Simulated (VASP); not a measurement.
# Pd in VASP: a series of runs

Pd is run at these levels: r2SCAN+D3(BJ)+U, r2SCANh, B3LYP; tasks: single point, relaxation of cell and atoms.

Program: VASP 6.6.1. These are calculated values, not measurements. Logs are shortened: lines on timing, memory, paths and dates and some standing lists are left out, and cuts for length are marked.

## (1) The cell of the first run

The typed cell holds 1 atom: a = 2.773 Å, b = 2.751 Å, c = 2.789 Å, α = 58.69°, β = 59.23°, γ = 59.50°.

## (2) Single point, r2SCAN+D3(BJ)+U (the cell strained at random)

POSCAR

```
Pd
1.0
    0.0174240000      1.9719200000      1.9501110000
    1.9596270000      0.0374070000      1.9301280000
    1.9759120000      1.9682230000      0.0211220000
Pd
1
Direct
    0.0158210000      0.0332600000     -0.0102820000
```

INCAR.step1

```
SYSTEM = Pd
  PREC = Accurate
  ENCUT = 520
  ISMEAR = -5
  SIGMA = 0.05
  LREAL = .FALSE.
  LASPH = .TRUE.
  NELM = 150
  LMAXMIX = 4
  LDAU = .TRUE.
  LDAUTYPE = 2
  LDAUL = 2
  LDAUU = 7
  LDAUJ = 0
  NBANDS = 11
  GGA = PE
  ALGO = Normal
  EDIFF = 1E-4
  LWAVE = .TRUE.
  LCHARG = .FALSE.
```

INCAR.step2

```
SYSTEM = Pd
  PREC = Accurate
  ENCUT = 520
  EDIFF = 1E-6
  ISMEAR = -5
  SIGMA = 0.05
  LREAL = .FALSE.
  LASPH = .TRUE.
  NELM = 150
  ALGO = Normal
  ISIF = 2
  LWAVE = .FALSE.
  LCHARG = .FALSE.
  LMAXMIX = 4
  LDAU = .TRUE.
  LDAUTYPE = 2
  LDAUL = 2
  LDAUU = 7
  LDAUJ = 0
  LDAUPRINT = 1
  METAGGA = R2SCAN
  LMIXTAU = .TRUE.
  IVDW = 12
  VDW_S6 = 1.0
  VDW_S8 = 0.78981345
  VDW_A1 = 0.49484001
  VDW_A2 = 5.73083694
  NBANDS = 11
  ISTART = 1
```

KPOINTS

```
Automatic mesh
0
G
  12 12 12
  0 0 0
```

Potentials or basis: VASP PAW PBE potentials, release 64 (Pd).

Started as:

```
> cat potpaw_PBE.64/Pd/POTCAR > POTCAR
> cp INCAR.step1 INCAR
> mpirun -np 1 vasp_std > vasp.out
> cp INCAR.step2 INCAR
> mpirun -np 1 vasp_std > vasp.out
```

OUTCAR:

```text
SYSTEM = Pd
   PREC = Accurate
   ENCUT = 520
   EDIFF = 1E-6
   ISMEAR = -5
   LREAL = .FALSE.
   LASPH = .TRUE.
   NELM = 150
   ISIF = 2
   METAGGA = R2SCAN
   IVDW = 12
   ISTART = 1
 IVDW          = 12

 ion  position               nearest neighbor table
   1  0.016  0.033  0.990-

  LATTYP: Found a triclinic cell.
 ALAT       =     4.7797764959
 B/A-ratio  =     0.5802347303
 C/A-ratio  =     1.3930683769
 COS(alpha) =     0.0017808100
 COS(beta)  =     0.4684239025
 COS(gamma) =     0.8683892775

  Lattice vectors:

 A1 = (  -1.9247790000,   3.9064330000,   1.9700940000)
 A2 = (   0.0174240000,   1.9719200000,   1.9501110000)
 A3 = (  -3.8855450000,   3.8279220000,  -3.8191510000)

Analysis of symmetry for initial positions (statically):
=====================================================================
 Subroutine PRICEL returns:
 Original cell was already a primitive cell.

 Routine SETGRP: Setting up the symmetry group for a
 triclinic supercell.

 Subroutine GETGRP returns: Found  2 space group operations
 (whereof  1 operations were pure point group operations)
 out of a pool of  2 trial point group operations.

The static configuration has the point symmetry C_1 .
 The point group associated with its full space group is S_2 .

Analysis of symmetry for dynamics (positions and initial velocities):
=====================================================================
 Subroutine PRICEL returns:
 Original cell was already a primitive cell.

 Routine SETGRP: Setting up the symmetry group for a
 triclinic supercell.

 Subroutine GETGRP returns: Found  2 space group operations
 (whereof  1 operations were pure point group operations)
 out of a pool of  2 trial point group operations.

The dynamic configuration has the point symmetry C_1 .
 The point group associated with its full space group is S_2 .

 Subroutine INISYM returns: Found  2 space group operations
 (whereof  1 operations are pure point group operations),
 and found     1 'primitive' translations

----------------------------------------------------------------------------------------

                                     Primitive cell

  volume of cell :      14.7500

  direct lattice vectors                    reciprocal lattice vectors
     0.017424000  1.971920000  1.950111000    -0.257499734  0.255753273  0.256478570
     1.959627000  0.037407000  1.930128000     0.257396021 -0.261211417  0.261832865
     1.975912000  1.968223000  0.021122000     0.253091476  0.256803289 -0.261936581

  length of vectors
     2.773392326  2.750805584  2.789009887     0.444406466  0.450600228  0.445661303

  position of ions in fractional coordinates (direct lattice)
     0.015821000  0.033260000  0.989718000

  ion indices of the primitive-cell ions
   primitive index   ion index
                 1           1

----------------------------------------------------------------------------------------

 KPOINTS: Automatic mesh

Automatic generation of k-mesh.
 Grid dimensions read from file:
 generate k-points for:   12   12   12

 Generating k-lattice:

  Cartesian coordinates                     Fractional coordinates (reciprocal lattice)
    -0.021458311  0.021312773  0.021373214     0.083333333 -0.000000000  0.000000000
     0.021449668 -0.021767618  0.021819405     0.000000000  0.083333333 -0.000000000
     0.021090956  0.021400274 -0.021828048    -0.000000000  0.000000000  0.083333333

  Length of vectors
     0.037033872  0.037550019  0.037138442

  Shift w.r.t. Gamma in fractional coordinates (k-lattice)
     0.000000000  0.000000000  0.000000000

 TETIRR: Found   5184 inequivalent tetrahedra from    10368

 Subroutine IBZKPT returns following result:
 ===========================================

 Found    868 irreducible k-points:

[... 44 lines left out ...]
   NELM   =    150;   NELMIN=  2; NELMDL=  0     # of ELM steps
   EDIFF  = 0.1E-05   stopping-criterion for ELM
   LREAL  =      F    real-space projection
   EDIFFG = 0.1E-04   stopping-criterion for IOM
   NSW    =      0    number of steps for IOM
   IBRION =     -1    ionic relax: 0-MD 1-quasi-New 2-CG
   NFREE  =      0    steps in history (QN), initial steepest desc. (CG)
   ISIF   =      2    stress and relaxation
   ISYM   =      2    0-nonsym 1-usesym 2-fastsym
   POTIM  = 0.5000    time-step for ionic-motion
   TEBEG  =    0.0;   TEEND  =   0.0 temperature during run
   PSTRESS=    0.0 pullay stress
   NELECT =      10.0000    total number of electrons
   NUPDOWN=      -1.0000    fix difference up-down
   EMIN   =  10.00;   EMAX   =-10.00  energy-range for DOS
   EFERMI =   0.00;   METHOD = LEGACY
   ISMEAR =    -5;   SIGMA  =   0.05  broadening in eV -4-tet -1-fermi 0-gaus
   EFERMI_NEDOS =   21; number of points for ismear=-14 and -15
   IALGO  =     38    algorithm
   IMIX   =      4    mixing-type and parameters
     AMIX     =   0.40;   BMIX     =  1.00
     AMIX_MAG =   1.60;   BMIX_MAG =  1.00
  volume/ion in A,a.u.               =      14.75        99.54
  Fermi-wavevector in a.u.,A,eV,Ry     =   1.438171  2.717748 28.141401  2.068335
  Thomas-Fermi vector in A             =   2.557167
   LORBIT       =      0    0 simple, 1 ext, 2 COOP (PROOUT), +10 PAW based schemes
 LDA+U is selected, type is set to LDAUTYPE =  2
   angular momentum for each species LDAUL =     2
   U (eV)           for each species LDAUU =   7.0
   J (eV)           for each species LDAUJ =   0.0
   METAGGA = R2SCAN    functional components
   LHFCALC =     F    Hartree Fock is set to
   AEXX    =    0.0000 exact exchange contribution
   IVDW    =    12    specifies the selected vdW correction
   LEPSILON=     F    determine dielectric tensor
   LRPA    =     F    only Hartree local field effects (RPA)
 non-spin polarized calculation
 Fermi weights with tetrahedron method with Bloechl corrections
  energy-cutoff  :      520.00
  volume of cell :       14.75
 maximum number of plane-waves:       409
 NGX is ok and might be reduce to    24
   NGX = 11   NGY = 11   NGZ = 11

atom =   1  type =  1  l = 2

 onsite density matrix

spin component  1

  0.9755  0.0003 -0.0002 -0.0019 -0.0002
  0.0003  0.9272  0.0012 -0.0026 -0.0044
 -0.0002  0.0012  0.9834 -0.0000 -0.0011
 -0.0019 -0.0026 -0.0000  0.8867 -0.0002
 -0.0002 -0.0044 -0.0011 -0.0002  0.9779

spin component  2

  0.9755  0.0003 -0.0002 -0.0019 -0.0002
  0.0003  0.9272  0.0012 -0.0026 -0.0044
 -0.0002  0.0012  0.9834 -0.0000 -0.0011
 -0.0019 -0.0026 -0.0000  0.8867 -0.0002
 -0.0002 -0.0044 -0.0011 -0.0002  0.9779

 occupancies and eigenvectors

  o =  0.8865  v = -0.0210 -0.0648  0.0006 -0.9977 -0.0048  0.0000  0.0000  0.0000  0.0000  0.0000      0.0000  0.0000  0.0000  0.0000  0.0000  0.0000  0.0000  0.0000  0.0000  0.0000
  o =  0.8865  v =  0.0000  0.0000  0.0000  0.0000  0.0000 -0.0210 -0.0648  0.0006 -0.9977 -0.0048      0.0000  0.0000  0.0000  0.0000  0.0000  0.0000  0.0000  0.0000  0.0000  0.0000
  o =  0.9269  v =  0.0079 -0.9940  0.0195  0.0648 -0.0852  0.0000  0.0000  0.0000  0.0000  0.0000      0.0000  0.0000  0.0000  0.0000  0.0000  0.0000  0.0000  0.0000  0.0000  0.0000
  o =  0.9269  v =  0.0000  0.0000  0.0000  0.0000  0.0000  0.0079 -0.9940  0.0195  0.0648 -0.0852      0.0000  0.0000  0.0000  0.0000  0.0000  0.0000  0.0000  0.0000  0.0000  0.0000
  o =  0.9755  v =  0.9955 -0.0002  0.0333 -0.0214  0.0862  0.0000  0.0000  0.0000  0.0000  0.0000      0.0000  0.0000  0.0000  0.0000  0.0000  0.0000  0.0000  0.0000  0.0000  0.0000
  o =  0.9755  v =  0.0000  0.0000  0.0000  0.0000  0.0000  0.9955 -0.0002  0.0333 -0.0214  0.0862      0.0000  0.0000  0.0000  0.0000  0.0000  0.0000  0.0000  0.0000  0.0000  0.0000
  o =  0.9781  v =  0.0000  0.0000  0.0000  0.0000  0.0000 -0.0910 -0.0796  0.2097  0.0026  0.9703      0.0000  0.0000  0.0000  0.0000  0.0000  0.0000  0.0000  0.0000  0.0000  0.0000
  o =  0.9781  v = -0.0910 -0.0796  0.2097  0.0026  0.9703  0.0000  0.0000  0.0000  0.0000  0.0000      0.0000  0.0000  0.0000  0.0000  0.0000  0.0000  0.0000  0.0000  0.0000  0.0000
  o =  0.9837  v =  0.0146 -0.0370 -0.9770  0.0005  0.2095  0.0000  0.0000  0.0000  0.0000  0.0000      0.0000  0.0000  0.0000  0.0000  0.0000  0.0000  0.0000  0.0000  0.0000  0.0000
  o =  0.9837  v =  0.0000  0.0000  0.0000  0.0000  0.0000  0.0146 -0.0370 -0.9770  0.0005  0.2095      0.0000  0.0000  0.0000  0.0000  0.0000  0.0000  0.0000  0.0000  0.0000  0.0000

 number of electron      10.0000000 magnetization

 Free energy of the ion-electron system (eV)
  ---------------------------------------------------
  ext. energy  EPLUGINS =         0.00000000
  ---------------------------------------------------
  free energy    TOTEN  =       -19.72155254 eV

  energy without entropy =      -19.72155254  energy(sigma->0) =      -19.72155254

 E-fermi :   7.1315     XC(G=0): -13.6758

 val. band max:        7.1760016786   @ k =   0.0000   0.5000   0.3333
 cond. band min:       7.1097177397   @ k =  -0.4167  -0.3333   0.0833
 fundamental gap:     -0.0662839389
 Fermi energy:         7.1314687455

 k-point     1 :       0.0000    0.0000    0.0000
  band No.  band energies     occupation
      1       2.7987      2.00000
      2       3.8028      2.00000
      3       3.9639      2.00000
      4       4.3204      2.00000
      5       5.2704      2.00000
      6       5.3731      2.00000
      7      27.8833      0.00000
      8      32.1570      0.00000
      9      32.5910      0.00000
     10      33.1078      0.00000
     11      34.5374      0.00000
[... 309 lines left out ...]
 k-point    24 :       0.3333    0.1667    0.0000
  band No.  band energies     occupation
      1       2.6859      2.00000
      2       3.5769      2.00000
      3       4.6806      2.00000
      4       4.9131      2.00000
      5       6.4420      2.00000
      6       8.0453     -0.02866
      7      23.0731      0.00000
      8      26.9084      0.00000
      9      28.0202      0.00000
     10      30.0346      0.00000
     11      34.9129      0.00000

 [... further k-points ...]

------------------------ aborting loop because EDIFF is reached ----------------------------------------

 Edisp (eV)   -0.31581

 E8    (eV) :    -0.1102

  FORCE on cell =-STRESS in cart. coord.  units (eV):
  Direction    XX          YY          ZZ          XY          YZ          ZX
  --------------------------------------------------------------------------------------
  -------------------------------------------------------------------------------------
  Total      -1.64006    -1.35110    -1.89463    -0.08276    -0.06600    -0.00748
  in kB    -178.14616  -146.75890  -205.79871    -8.98913    -7.16889    -0.81273
  external pressure =     -176.90 kB  Pullay stress =        0.00 kB

 VOLUME and BASIS-vectors are now :
 -----------------------------------------------------------------------------
  energy-cutoff  :      520.00
  volume of cell :       14.75
      direct lattice vectors                 reciprocal lattice vectors
     0.017424000  1.971920000  1.950111000    -0.257499734  0.255753273  0.256478570
     1.959627000  0.037407000  1.930128000     0.257396021 -0.261211417  0.261832865
     1.975912000  1.968223000  0.021122000     0.253091476  0.256803289 -0.261936581

 POSITION                                       TOTAL-FORCE (eV/Angst)
 -----------------------------------------------------------------------------------
      2.02105      1.98043      0.11595         0.000000     -0.000000     -0.000000
 -----------------------------------------------------------------------------------
    total drift:                                0.000006     -0.000004      0.000001

  FREE ENERGIE OF THE ION-ELECTRON SYSTEM (eV)
  ---------------------------------------------------
  free  energy   TOTEN  =       -20.0373582821 eV

  energy  without entropy=      -20.0373582821  energy(sigma->0) =      -20.03735828
```

Wall time 5.4 min (1 thread of Intel Xeon 6975P-C (Granite Rapids), shared host); peak memory 0.29 GiB.

What came out:

```yaml
Free_energy: -20.0374 eV
Pressure: -17.7 GPa
Band_gap_on_the_k_mesh: zero (bands 5 and 6 overlap by 2.33 eV)
Dispersion_energy_per_atom: -0.316 eV
```

Eigenvalues of the final occupation matrices:
```
    site  spin  trace               eigenvalues
site 1 d     1   4.75  0.89 0.93 0.98 0.98 0.98
site 1 d     2   4.75  0.89 0.93 0.98 0.98 0.98
```

Caveat: the cell differs from its parent crystal (the cell strained at random); the stress differs along the axes, from -21 to -15 GPa; the PAW data sets were made with another functional, which shifts forces and pressure a little; U without spin polarisation on a metal has little footing; the U is typed as a test and isn't derived for this compound; tetrahedron occupations give inexact forces and stress in metals.

[end of part 1 of 2]

The gap in the log of VASP goes by the Fermi energy; the results here count the filled bands.